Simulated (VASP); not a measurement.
# AgCl in VASP: further runs, part 2 of 2

VASP 6.6.1. Earlier steps stand in the parts before.

### 3 Single point, PBE (uniaxial x strain +0.5%)

Contents of INCAR:

```
PREC = Accurate ; ENCUT = 630
EDIFF = 1E-6 ; ISMEAR = -1
SIGMA = 0.02 ; LREAL = False
LASPH = True ; NELM = 120
ALGO = Normal ; ISIF = 2
LWAVE = False ; LCHARG = True
GGA = PE ; LELF = True
LVHAR = True ; NBANDS = 20
GGA_COMPAT = False
```

Contents of KPOINTS:

```
regular mesh
0
Gamma
  8 8 8
```

Contents of POSCAR:

```
AgCl
1.0
    3.4108681844      0.0000000000      0.0000000000
    0.0000000000      3.3955880382      0.0000000000
    0.0000000000      0.0000000000      3.3955880382
Ag Cl
1 1
Direct
    0.0000000000      0.0000000000      0.0000000000
    0.5000000000      0.5000000000      0.5000000000
```

Potentials or basis: VASP PAW PBE potentials, release 64 (Ag_sv_GW, Cl).

On the command line:

```bash
> cat potpaw_PBE.64/Ag_sv_GW/POTCAR potpaw_PBE.64/Cl/POTCAR > POTCAR
> mpirun -np 1 vasp_std > vasp.out
```

OUTCAR:

```text
PREC = Accurate
   ENCUT = 630
   EDIFF = 1E-6
   ISMEAR = -1
   LREAL = False
   LASPH = True
   NELM = 120
   ISIF = 2
   GGA = PE

 ion  position               nearest neighbor table
   1  0.000  0.000  0.000-
   2  0.500  0.500  0.500-

  LATTYP: Found a simple tetragonal cell.
 ALAT       =     3.3955880382
 C/A-ratio  =     1.0045000000

  Lattice vectors:

 A1 = (   0.0000000000,   3.3955880382,   0.0000000000)
 A2 = (   0.0000000000,   0.0000000000,   3.3955880382)
 A3 = (   3.4108681844,   0.0000000000,   0.0000000000)

Analysis of symmetry for initial positions (statically):
=====================================================================
 Subroutine PRICEL returns:
 Original cell was already a primitive cell.

 Routine SETGRP: Setting up the symmetry group for a
 simple tetragonal supercell.

 Subroutine GETGRP returns: Found 16 space group operations
 (whereof 16 operations were pure point group operations)
 out of a pool of 16 trial point group operations.

The static configuration has the point symmetry D_4h.

Analysis of symmetry for dynamics (positions and initial velocities):
=====================================================================
 Subroutine PRICEL returns:
 Original cell was already a primitive cell.

 Routine SETGRP: Setting up the symmetry group for a
 simple tetragonal supercell.

 Subroutine GETGRP returns: Found 16 space group operations
 (whereof 16 operations were pure point group operations)
 out of a pool of 16 trial point group operations.

The dynamic configuration has the point symmetry D_4h.

 Subroutine INISYM returns: Found 16 space group operations
 (whereof 16 operations are pure point group operations),
 and found     1 'primitive' translations

----------------------------------------------------------------------------------------

                                     Primitive cell

  volume of cell :      39.3274

  direct lattice vectors                    reciprocal lattice vectors
     3.410868184  0.000000000  0.000000000     0.293180488  0.000000000  0.000000000
     0.000000000  3.395588038  0.000000000     0.000000000  0.294499801  0.000000000
     0.000000000  0.000000000  3.395588038     0.000000000  0.000000000  0.294499801

  length of vectors
     3.410868184  3.395588038  3.395588038     0.293180488  0.294499801  0.294499801

  position of ions in fractional coordinates (direct lattice)
     0.000000000  0.000000000  0.000000000
     0.500000000  0.500000000  0.500000000

  ion indices of the primitive-cell ions
   primitive index   ion index
                 1           1
                 2           2

----------------------------------------------------------------------------------------

 KPOINTS: regular mesh

Automatic generation of k-mesh.
 Grid dimensions read from file:
 generate k-points for:    8    8    8

 Generating k-lattice:

  Cartesian coordinates                     Fractional coordinates (reciprocal lattice)
     0.036647561  0.000000000  0.000000000     0.125000000  0.000000000  0.000000000
     0.000000000  0.036812475  0.000000000     0.000000000  0.125000000  0.000000000
     0.000000000  0.000000000  0.036812475     0.000000000  0.000000000  0.125000000

  Length of vectors
     0.036647561  0.036812475  0.036812475

  Shift w.r.t. Gamma in fractional coordinates (k-lattice)
     0.000000000  0.000000000  0.000000000

 Subroutine IBZKPT returns following result:
 ===========================================

 Found     75 irreducible k-points:

 Following reciprocal coordinates:
            Coordinates               Weight
  0.000000  0.000000  0.000000      1.000000
  0.125000  0.000000  0.000000      2.000000
  0.250000  0.000000  0.000000      2.000000
  0.375000  0.000000  0.000000      2.000000
  0.500000  0.000000  0.000000      1.000000
  0.000000  0.125000  0.000000      4.000000
[... 16 lines left out ...]
  0.250000  0.500000  0.000000      4.000000
  0.375000  0.500000  0.000000      4.000000
 [... further k-points ...]
   k-points           NKPTS =     75   k-points in BZ     NKDIM =     75   number of bands    NBANDS=     20
   number of dos      NEDOS =    301   number of ions     NIONS =      2
   total plane-waves  NPLWV =  21952
   dimension x,y,z NGX =    28 NGY =   28 NGZ =   28
   dimension x,y,z NGXF=    56 NGYF=   56 NGZF=   56
   ions per type =               1   1
   NGX,Y,Z   is equivalent  to a cutoff of  13.65, 13.71, 13.71 a.u.
   NGXF,Y,Z  is equivalent  to a cutoff of  27.29, 27.42, 27.42 a.u.
 SYSTEM =  unknown system
   PREC   = accura    normal or accurate (medium, high low for compatibility)
   ISTART =      0    job   : 0-new  1-cont  2-samecut
   ICHARG =      2    charge: 1-file 2-atom 10-const
   ISPIN  =      1    spin polarized calculation?
   LNONCOLLINEAR =      F non collinear calculations
   LSORBIT =      F    spin-orbit coupling
   LASPH  =      T    aspherical Exc in radial PAW
   ENCUT  =  630.0 eV  46.30 Ry    6.80 a.u.   6.98  6.95  6.95*2*pi/ulx,y,z
   NELM   =    120;   NELMIN=  2; NELMDL= -5     # of ELM steps
   EDIFF  = 0.1E-05   stopping-criterion for ELM
   LREAL  =      F    real-space projection
   EDIFFG = 0.1E-04   stopping-criterion for IOM
   NSW    =      0    number of steps for IOM
   IBRION =     -1    ionic relax: 0-MD 1-quasi-New 2-CG
   NFREE  =      0    steps in history (QN), initial steepest desc. (CG)
   ISIF   =      2    stress and relaxation
   ISYM   =      2    0-nonsym 1-usesym 2-fastsym
   POTIM  = 0.5000    time-step for ionic-motion
   TEBEG  =    0.0;   TEEND  =   0.0 temperature during run
   PSTRESS=    0.0 pullay stress
   NELECT =      26.0000    total number of electrons
   NUPDOWN=      -1.0000    fix difference up-down
   EMIN   =  10.00;   EMAX   =-10.00  energy-range for DOS
   EFERMI =   0.00;   METHOD = LEGACY
   ISMEAR =    -1;   SIGMA  =   0.02  broadening in eV -4-tet -1-fermi 0-gaus
   EFERMI_NEDOS =   21; number of points for ismear=-14 and -15
   IALGO  =     38    algorithm
   IMIX   =      4    mixing-type and parameters
     AMIX     =   0.40;   BMIX     =  1.00
     AMIX_MAG =   1.60;   BMIX_MAG =  1.00
  volume/ion in A,a.u.               =      19.66       132.70
  Fermi-wavevector in a.u.,A,eV,Ry     =   1.426158  2.695048 27.673251  2.033927
  Thomas-Fermi vector in A             =   2.546465
   LORBIT       =      0    0 simple, 1 ext, 2 COOP (PROOUT), +10 PAW based schemes
   GGA     = PE    functional components
   LHFCALC =     F    Hartree Fock is set to
   AEXX    =    0.0000 exact exchange contribution
   IVDW    =     0    specifies the selected vdW correction
   LEPSILON=     F    determine dielectric tensor
   LRPA    =     F    only Hartree local field effects (RPA)
 non-spin polarized calculation
  energy-cutoff  :      630.00
  volume of cell :       39.33
 maximum number of plane-waves:      1430
 NGX is ok and might be reduce to    28
   NGX = 13   NGY = 13   NGZ = 13

 number of electron      26.0000014 magnetization

 Free energy of the ion-electron system (eV)
  ---------------------------------------------------
  ext. energy  EPLUGINS =         0.00000000
  ---------------------------------------------------
  free energy    TOTEN  =        -3.05770768 eV

  energy without entropy =       -3.05770768  energy(sigma->0) =       -3.05770768

 E-fermi :   4.0572     XC(G=0): -10.6719

 val. band max:        3.7505084567   @ k =   0.5000   0.0000   0.0000
 cond. band min:       4.3297776937   @ k =   0.0000   0.0000   0.0000
 fundamental gap:      0.5792692370
 Fermi energy:         4.0571746172

 k-point     1 :       0.0000    0.0000    0.0000
  band No.  band energies     occupation
      1     -85.9181      2.00000
      2     -49.4371      2.00000
      3     -49.4371      2.00000
      4     -49.4357      2.00000
      5     -11.0064      2.00000
      6       0.9064      2.00000
[... 12 lines left out ...]
     19      17.6589      0.00000
     20      20.2058      0.00000

 k-point     2 :       0.1250    0.0000    0.0000
  band No.  band energies     occupation
      1     -85.9181      2.00000
      2     -49.4373      2.00000
      3     -49.4370      2.00000
      4     -49.4370      2.00000
      5     -10.9403      2.00000
      6       0.6698      2.00000
[... 12 lines left out ...]
     19      17.1775      0.00000
     20      20.1699      0.00000
[... 465 lines left out ...]
      3     -49.4402      2.00000
      4     -49.4359      2.00000
      5     -10.3486      2.00000
      6      -0.9065      2.00000
[... 12 lines left out ...]
     19      18.3837      0.00000
     20      20.5621      0.00000

 k-point    24 :       0.3750    0.5000    0.0000
  band No.  band energies     occupation
      1     -85.9174      2.00000
      2     -49.4476      2.00000
      3     -49.4439      2.00000
      4     -49.4356      2.00000
      5     -10.2365      2.00000
      6      -0.3448      2.00000
[... 12 lines left out ...]
     19      17.7665      0.00000
     20      20.7156      0.00000

 [... further k-points ...]
[... 5 lines left out ...]
  --------------------------------------------------------------------------------------
  -------------------------------------------------------------------------------------
  Total        0.2657088      0.3214632      0.3214632      0.0000000      0.0000000      0.0000000
  in kB       10.8248409     13.0962490     13.0962490      0.0000000      0.0000000      0.0000000
  external PRESSURE =      12.3391130 kB  Pullay stress =       0.0000000 kB

 VOLUME and BASIS-vectors are now :
 -----------------------------------------------------------------------------
  energy-cutoff  :      630.00
  volume of cell :       39.33
      direct lattice vectors                 reciprocal lattice vectors
     3.410868184  0.000000000  0.000000000     0.293180488  0.000000000  0.000000000
     0.000000000  3.395588038  0.000000000     0.000000000  0.294499801  0.000000000
     0.000000000  0.000000000  3.395588038     0.000000000  0.000000000  0.294499801

 POSITION                                       TOTAL-FORCE (eV/Angst)
 -----------------------------------------------------------------------------------
      0.00000      0.00000      0.00000         0.000000      0.000000      0.000000
      1.70543      1.69779      1.69779         0.000000      0.000000      0.000000
 -----------------------------------------------------------------------------------
    total drift:                               -0.000000      0.000000     -0.000000

  FREE ENERGIE OF THE ION-ELECTRON SYSTEM (eV)
  ---------------------------------------------------
  free  energy   TOTEN  =        -3.0577076811 eV

  energy  without entropy=       -3.0577076782  energy(sigma->0) =       -3.05770768
```

It took 76 s on 1 thread of Intel Xeon Platinum 8375C at 2.90GHz (Ice Lake), shared host; peak memory 0.23 GiB.

What came out:

| Property | Result |
| --- | --- |
| Free energy | -3.0577 eV |
| Pressure | 1.2 GPa |
| Band gap on the k mesh | 0.58 eV (least direct gap 2.17 eV) |

Caveat: the cell differs from its parent crystal (uniaxial x strain +0.5%); the structure was generated, so it needn't be the stable form of AgCl; semilocal functionals underestimate gaps, and a narrow one can read as zero.
